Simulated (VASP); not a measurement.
AlN, 8 atoms in the cell. Symmetry: Cm, No. 8, monoclinic system. Conventional cell: a = 6.226 Å, b = 6.226 Å, c = 4.403 Å, α = 90.00°, β = 90.00°, γ = 90.00°. Within 2.0 Å of Al (site symmetry m) lie 3 N at 1.54 to 1.94 Å. Within 2.5 Å of Al (site symmetry 1) lie 4 N at 1.91 Å. Within 2.5 Å of Al (site symmetry m) lie 4 N at 1.91 Å and 1 Al at 2.49 Å. N (site symmetry m) has 4 Al at 1.54 to 1.91 Å within 2.0 Å. N (site symmetry 1) has 4 Al at 1.91 to 1.94 Å within 2.5 Å. N (site symmetry m) has 4 Al at 1.91 to 2.51 Å within 2.6 Å.  This cell differs from its parent crystal: atom 1 (Al) moved by -0.630 Å along [1 1 0] and -0.126 Å along [0 0 1].

| Quantity | Value |
| --- | --- |
| Program | VASP 6.6.1 |
| Task | single point |
| Functional | PBE |
| Potentials or basis | VASP PAW PBE potentials, release 64 (Al, N) |
| Cutoff | 520 eV |
| k mesh | 6 × 6 × 6 |
| Occupations | gaussian, width 0.05 eV |
| Spin | no spin polarisation |
| Dipole correction | no |
| Further INCAR settings | ALGO = Normal; EDIFF = 1e-06; NBANDS = 26 |

Potentials or basis: VASP PAW PBE potentials, release 64 (Al, N).

The run is started by

```bash
$ cat potpaw_PBE.64/Al/POTCAR potpaw_PBE.64/N/POTCAR > POTCAR
$ mpirun -np 1 vasp_std > vasp.out
```

Hardware: 1 thread of Intel(R) Xeon(R) Platinum 8488C (Sapphire Rapids), with other jobs on the host.

**Question.** Estimate the wall time of this run.

**Answer.** Wall time 98 s on 1 thread of Intel(R) Xeon(R) Platinum 8488C (Sapphire Rapids), on a shared host, peak memory 0.26 GiB. Counts: scf iterations 14, k points 68.
